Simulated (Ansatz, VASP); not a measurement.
# Two plane-wave programs on Ga2SeS3

File INCAR:

```
SYSTEM = Ga2SeS3
  ALGO = Normal
  EDIFF = 1E-6
  ENCUT = 520
  GGA = PE
  ISIF = 2
  ISMEAR = 0
  LASPH = .TRUE.
  LCHARG = .FALSE.
  LREAL = .FALSE.
  LWAVE = .FALSE.
  NBANDS = 34
  NELM = 80
  PREC = Accurate
  SIGMA = 0.1
```

The input KPOINTS:

```
k-points
0
G
  6 6 2
  0 0 0
```

File POSCAR:

```
Ga2SeS3
1.0
    4.8229048700      0.0000000000      0.0000000000
   -2.4114524300      4.1767581300      0.0000000000
    0.0000000000      0.0000000000      7.9481183100
Ga Se S
2 1 3
Direct
    0.3333333300      0.6666666700      0.0000000000
    0.6666666700      0.3333333300      0.0000000000
    0.0000000000      0.0000000000      0.5000000000
    0.0000000000      0.0000000000      0.2190338900
    0.0000000000      0.0000000000      0.7809661100
    0.0000000000      0.0000000000      0.0000000000
```

Input for Ansatz:

```yaml
crystal:
  lattice:
    - [4.82290487, 0.0, 0.0]
    - [-2.41145243, 4.17675813, 0.0]
    - [0.0, 0.0, 7.94811831]
  atoms:
    - { symbol: Ga, position: [0.33333333, 0.66666667, 0.0] }
    - { symbol: Ga, position: [0.66666667, 0.33333333, 0.0] }
    - { symbol: Se, position: [0.0, 0.0, 0.5] }
    - { symbol: S, position: [0.0, 0.0, 0.21903389] }
    - { symbol: S, position: [0.0, 0.0, 0.78096611] }
    - { symbol: S, position: [0.0, 0.0, 0.0] }
basis:
  ecutwfc: 420
kpoints:
  mp_grid: { grid: [6, 6, 2] }
hamiltonian:
  xc: pbe
scf:
  occupations: { method: gaussian, width: 0.1 }
  lower_state_search: "off"
output:
  forces: true
  stress: true
  eigenvalues: true
```

Alike in both runs: task single point; functional PBE; k mesh 6 × 6 × 2; occupations gaussian, width 0.1 eV; no spin polarisation.

```csv
,VASP,Ansatz
version,VASP 6.6.1,Ansatz 0.2.0
potentials or method,"VASP PAW PBE potentials, release 64 (Ga_d, Se, S), cutoff 520 eV","scalar-relativistic, plane waves, PAW"
valence electrons in the cell,50,60
```

```csv
,VASP,Ansatz,Ansatz less VASP
gap on the k mesh at the Fermi level (eV),none,none,-
pressure (GPa),16.1,16.5,+0.42
"traceless stress, the component that is largest in VASP (GPa)",26.38,27.25,+0.869
rms of the force components (eV/Å),3.591,3.731,+0.1399
```

Atom by atom the forces differ by 0.140 eV/Å (rms over components). A gap of «none» marks a metal or a gap that the smearing closes. VASP's potentials hold 50 valence electrons a cell and Ansatz's 60, so a difference there can come from the potentials and not from the codes.

The k mesh is coarse, so the values compare programs but aren't converged.
